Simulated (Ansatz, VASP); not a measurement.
NbSnSe4 in VASP and in Ansatz

INCAR

```
  PREC = Accurate
  ENCUT = 500
  EDIFF = 1E-7
  ISMEAR = 0
  SIGMA = 0.15
  LREAL = F
  LASPH = T
  NELM = 120
  ALGO = Normal
  ISIF = 3
  LWAVE = F
  LCHARG = F
  GGA = PE
  IBRION = 2
  NSW = 36
  EDIFFG = -0.08
  GGA_COMPAT = F
  NELMIN = 4
```

Contents of KPOINTS:

```
Automatic mesh
0
Gamma
  3 3 3
```

Contents of POSCAR:

```
NbSnSe4
1.0
    0.0000000000      4.1959228400      4.1959228400
    4.1959228400      0.0000000000      4.1959228400
    4.1959228400      4.1959228400      0.0000000000
Nb Sn Se
1 1 4
Direct
    0.0000000000      0.0000000000      0.0000000000
    0.2500000000      0.2500000000      0.2500000000
    0.1250000000      0.6250000000      0.6250000000
    0.6250000000      0.6250000000      0.6250000000
    0.6250000000      0.1250000000      0.6250000000
    0.6250000000      0.6250000000      0.1250000000
```

Input for Ansatz:

```yaml
crystal:
  lattice:
    - [0.0, 4.19592284, 4.19592284]
    - [4.19592284, 0.0, 4.19592284]
    - [4.19592284, 4.19592284, 0.0]
  atoms:
    - { symbol: Nb, position: [0.0, 0.0, 0.0] }
    - { symbol: Sn, position: [0.25, 0.25, 0.25] }
    - { symbol: Se, position: [0.125, 0.625, 0.625] }
    - { symbol: Se, position: [0.625, 0.625, 0.625] }
    - { symbol: Se, position: [0.625, 0.125, 0.625] }
    - { symbol: Se, position: [0.625, 0.625, 0.125] }
basis:
  ecutwfc: 420
kpoints:
  mp_grid: { grid: [3, 3, 3] }
hamiltonian:
  xc: pbe
scf:
  occupations: { method: gaussian, width: 0.15 }
  lower_state_search: "off"
output:
  forces: true
  stress: true
  eigenvalues: true
relax:
  adjacent_minimum: "off"
  f_tol: 0.08
  max_steps: 16
  cell: { stress_tol: 0.8 }
```

Change from the starting cell: species swapped into the MgInCu4 type (F-43m, No. 216).

Alike in both runs: task relaxation of cell and atoms; functional PBE; k mesh 3 × 3 × 3; occupations gaussian, width 0.15 eV; no spin polarisation.

|  | VASP | Ansatz |
| --- | --- | --- |
| version | VASP 6.6.1 | Ansatz 0.2.0 |
| potentials or method | VASP PAW PBE potentials, release 64 (Nb_sv, Sn_d, Se), cutoff 500 eV | scalar-relativistic, plane waves, PAW |
| valence electrons in the cell | 51 | 91 |

```csv
,VASP,Ansatz,Ansatz less VASP
"gap on the k mesh at the Fermi level, each at its own relaxed structure (eV)",none,none,-
relaxed volume (Å³/atom),21.40,21.22,-0.179
relaxed cell length with the largest relative difference (Å),5.663,5.647,-0.0159
```

A gap of «none» marks a metal or a gap that the smearing closes. VASP's potentials hold 51 valence electrons a cell and Ansatz's 91, so a difference there can come from the potentials and not from the codes.

The k mesh is coarse, so the values compare programs but aren't converged.
